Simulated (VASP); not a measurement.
Wanted: the native input for a VASP 6.6.1 run.

- Task: single point
- Functional: PBEsol
- Potentials or basis: VASP PAW PBE potentials, release 64 (Mg, O)
- Cutoff: 520 eV
- k mesh: 9 × 9 × 6
- Occupations: gaussian, width 0.05 eV
- Spin: no spin polarisation
- Dipole correction: no
- Further INCAR settings: ALGO = Normal; EDIFF = 1e-06; NBANDS = 16

The structure of MgO lies in POSCAR:

```
MgO
1.0
    3.5530000000      0.0000000000      0.0000000000
   -1.7765000000      3.0769882596      0.0000000000
    0.0000000000      0.0000000000      3.9850000000
Mg O
2 2
Direct
    0.6666666667      0.3333333333      0.7500000000
    0.3333333333      0.6666666667      0.2500000000
    0.6666666667      0.3333333333      0.2500000000
    0.3333333333      0.6666666667      0.7500000000
```

One way to write it, as run:

INCAR

```
SYSTEM = MgO
PREC = Accurate ; ENCUT = 520
EDIFF = 1E-6 ; ISMEAR = 0
SIGMA = 0.05 ; LREAL = .FALSE.
LASPH = .TRUE. ; NELM = 100
ALGO = Normal ; ISIF = 2
LWAVE = .FALSE. ; LCHARG = .FALSE.
GGA = PS ; NBANDS = 16
```

KPOINTS

```
regular mesh
0
G
  9 9 6
  0 0 0
```

Potentials or basis: VASP PAW PBE potentials, release 64 (Mg, O).

Run with:

```console
$ cat potpaw_PBE.64/Mg/POTCAR potpaw_PBE.64/O/POTCAR > POTCAR
$ mpirun -np 1 vasp_std > vasp.out
```

It gave:

```json
{"Pressure": "3.8 GPa", "Band gap on the k mesh": "3.43 eV, direct"}
```

Caveat: the PAW data sets were made with another functional, which shifts forces and pressure a little.

Run time: 42 s on 1 thread of Intel Xeon 8259CL (shared host), peak memory 0.18 GiB.
